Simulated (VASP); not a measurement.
Runs of VASP 6.6.1 on Mg3SiO. The structure is that of space group Pm-3m (No. 221), or close to it. The cells are those of the table. 

| level | cell | gap on the mesh (eV) | pressure (GPa) |
| --- | --- | --- | --- |
| PBE | a = 4.178 Å, 5 atoms | 0.16 | 2.3 |
| PBE | a = 4.262 Å, 5 atoms | 0.03 | (c) |
| PBE | a = 4.184 Å, 5 atoms | 0.15 | (b) |
| PBE | a = 4.221 Å, 5 atoms | (a) | -0.3 |
| r2SCAN | a = 4.266 Å, 5 atoms | 0.29 | -5.2 |

Alike in all rows: task single point; potentials or basis VASP PAW PBE potentials, release 64 (Si, O, Mg); no spin polarisation; k mesh 6 × 6 × 6; cutoff (eV) 520; smearing fermi-dirac 0.02 eV.

Estimate the missing entries.

(a) 0.09; (b) 1.9; (c) -2.5.

Caveats: the cell stands under tension (at least some runs); the PAW data sets were made with another functional, which shifts forces and pressure a little (at least some runs).

A k mesh can miss the band edges.
